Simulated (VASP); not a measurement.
Wanted: the native input for a VASP 6.6.1 run.

| Quantity | Value |
| --- | --- |
| Task | single point |
| Functional | PBE |
| Potentials or basis | VASP PAW PBE potentials, release 64 (Bi_d, Te) |
| Cutoff | 520 eV |
| k mesh | 6 × 6 × 6 |
| Occupations | fermi-dirac, width 0.1 eV |
| Spin | no spin polarisation |
| Dipole correction | no |
| Further INCAR settings | ALGO = Normal; EDIFF = 1e-06; NBANDS = 18 |

The structure of BiTe lies in POSCAR:

```
BiTe
1.0
    0.0000000000      3.2350000000      3.2350000000
    3.2350000000      0.0000000000      3.2350000000
    3.2350000000      3.2350000000      0.0000000000
Bi Te
1 1
Direct
    0.0309119011      0.0309119011     -0.0309119011
    0.5000000000      0.5000000000      0.5000000000
```

One way to write it, as run:

INCAR

```
SYSTEM = BiTe
ALGO = Normal ; EDIFF = 1E-6
ENCUT = 520 ; GGA = PE
ISIF = 2 ; ISMEAR = -1
LASPH = .True. ; LCHARG = .True.
LELF = .True. ; LREAL = .False.
LVHAR = .True. ; LWAVE = .False.
NBANDS = 18 ; NELM = 60
PREC = Accurate ; SIGMA = 0.1
```

KPOINTS

```
k-points
0
Gamma
  6 6 6
  0 0 0
```

Potentials or basis: VASP PAW PBE potentials, release 64 (Bi_d, Te).

The run is started by

```sh
$ cat potpaw_PBE.64/Bi_d/POTCAR potpaw_PBE.64/Te/POTCAR > POTCAR
$ mpirun -np 1 vasp_std > vasp.out
```

Results of the run:

* Pressure: 1.5 GPa
* Largest force: 0.594 eV/Å
* Band gap on the k mesh: zero (an odd number of electrons rules out a gap without spin polarisation)

Caveat: spin-orbit coupling is left out, which moves the levels of the heavy elements.

Run time: 65 s on 1 thread of AMD EPYC 7R13, on a shared host, peak memory 0.19 GiB.
